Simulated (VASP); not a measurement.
Here is a VASP 6.6.1 calculation.

File INCAR:

```
SYSTEM = Ga
  ALGO = Normal
  EDIFF = 1E-6
  ENCUT = 520
  GGA = PS
  ISIF = 2
  ISMEAR = -1
  LASPH = .True.
  LCHARG = .True.
  LELF = .True.
  LREAL = .False.
  LVHAR = .True.
  LWAVE = .False.
  NBANDS = 20
  NELM = 60
  PREC = Accurate
  SIGMA = 0.05
```

KPOINTS

```
k-points
0
Gamma
  12 12 10
  0 0 0
```

POSCAR

```
Ga
1.0
    1.3533731627     -4.1303878269      0.0000000000
    1.3533731627      4.1303878269      0.0000000000
    0.0000000000      0.0000000000      3.2017995838
Ga
2
Direct
    0.8677558490      0.1322441510      0.2500000000
    0.1322441510      0.8677558490      0.7500000000
```

Potentials or basis: VASP PAW PBE potentials, release 64 (Ga_d).

Run with:

```sh
$ cat potpaw_PBE.64/Ga_d/POTCAR > POTCAR
$ mpirun -np 1 vasp_std > vasp.out
```

Q: Predict the pressure.

A: 0.0 GPa.

Q: Predict the band gap on the k mesh.

A: Zero (bands 13 and 14 overlap by 9.05 eV).

Caveat: the PAW data sets were made with another functional, which shifts forces and pressure a little.
